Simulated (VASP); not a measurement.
Wanted: the native input for a VASP 6.6.1 run.

```yaml
Task: single point
Functional: LDA
Potentials_or_basis: VASP PAW LDA potentials, release 64 (N, B)
Cutoff: 520 eV
k_mesh: 12 × 12 × 6
Occupations: fermi-dirac, width 0.05 eV
Spin: no spin polarisation
Dipole_correction: no
Further_INCAR_settings: ALGO = Normal; EDIFF = 1e-07; NBANDS = 16
```

The structure of BN lies in POSCAR:

```
BN
1.0
    2.5194226731      0.0000000000      0.0000000000
   -1.2597113366      2.1818840378      0.0000000000
    0.0000000000      0.0000000000      4.1697283350
N B
2 2
Direct
    0.3333333333      0.6666666667      0.1252760000
    0.6666666667      0.3333333333      0.6252760000
    0.3333333333      0.6666666667      0.4997240000
    0.6666666667      0.3333333333      0.9997240000
```

This cell differs from its parent crystal: volume scaled by 0.96.

The input as run:

INCAR

```
SYSTEM = BN
PREC     = Accurate       ! precision mode
ENCUT    = 520            ! plane-wave cutoff, eV
EDIFF    = 1E-7           ! SCF threshold, eV
ISMEAR   = -1             ! smearing method
SIGMA    = 0.05           ! smearing width, eV
LREAL    = .False.        ! projectors in reciprocal space
LASPH    = .True.         ! aspherical terms in the spheres
NELM     = 80             ! most SCF steps
ALGO     = Normal         ! electronic algorithm
ISIF     = 2              ! what is computed and relaxed
LWAVE    = .False.        ! write WAVECAR
LCHARG   = .True.         ! write CHGCAR
LELF     = .True.         ! ELF
LVHAR    = .True.       
NBANDS   = 16             ! bands
```

KPOINTS

```
regular mesh
0
Gamma
  12 12 6
  0 0 0
```

Potentials or basis: VASP PAW LDA potentials, release 64 (N, B).

The run is started by

```bash
$ cat potpaw_LDA.64/N/POTCAR potpaw_LDA.64/B/POTCAR > POTCAR
$ mpirun -np 1 vasp_std > vasp.out
```

Results of the run:

- Pressure: 2.7 GPa
- Largest force: 0.011 eV/Å
- Band gap on the k mesh: 4.90 eV, indirect (least direct gap 8.30 eV)

Run time: 28 s on 1 thread of Intel Xeon 8259CL, with other jobs on the host, peak memory 0.14 GiB.
